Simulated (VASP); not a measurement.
Input of a VASP 6.6.1 run:

File INCAR:

```
SYSTEM = RuS
ALGO     = Normal         ! electronic algorithm
EDIFF    = 1E-6           ! SCF threshold, eV
ENCUT    = 520            ! plane-wave cutoff, eV
GGA      = PE             ! functional
ISIF     = 2              ! what is computed and relaxed
ISMEAR   = 0              ! smearing method
LASPH    = .TRUE.         ! aspherical terms in the spheres
LCHARG   = .TRUE.         ! write CHGCAR
LELF     = .TRUE.         ! ELF
LREAL    = .FALSE.        ! projectors in reciprocal space
LVHAR    = .TRUE.       
LWAVE    = .FALSE.        ! write WAVECAR
NBANDS   = 17             ! bands
NELM     = 80             ! most SCF steps
PREC     = Accurate       ! precision mode
SIGMA    = 0.05           ! smearing width, eV
```

Contents of KPOINTS:

```
k-points
0
G
  10 10 10
  0 0 0
```

POSCAR

```
RuS
1.0
    0.0000000000      2.6844653330      2.6844653330
    2.6844653330      0.0000000000      2.6844653330
    2.6844653330      2.6844653330      0.0000000000
Ru S
1 1
Direct
    0.0000000000      0.0000000000      0.0000000000
    0.2500000000      0.2500000000      0.2500000000
```

Potentials or basis: VASP PAW PBE potentials, release 64 (Ru_pv, S).

Command:

```sh
$ cat potpaw_PBE.64/Ru_pv/POTCAR potpaw_PBE.64/S/POTCAR > POTCAR
$ mpirun -np 1 vasp_std > vasp.out
```

Problem. Predict the pressure.

Solution. -11.2 GPa.

Problem. What does it give for the band gap on the k mesh?

Solution. Zero (band 10 reaches 8.97 eV, above the bottom of band 11 at 6.47 eV).
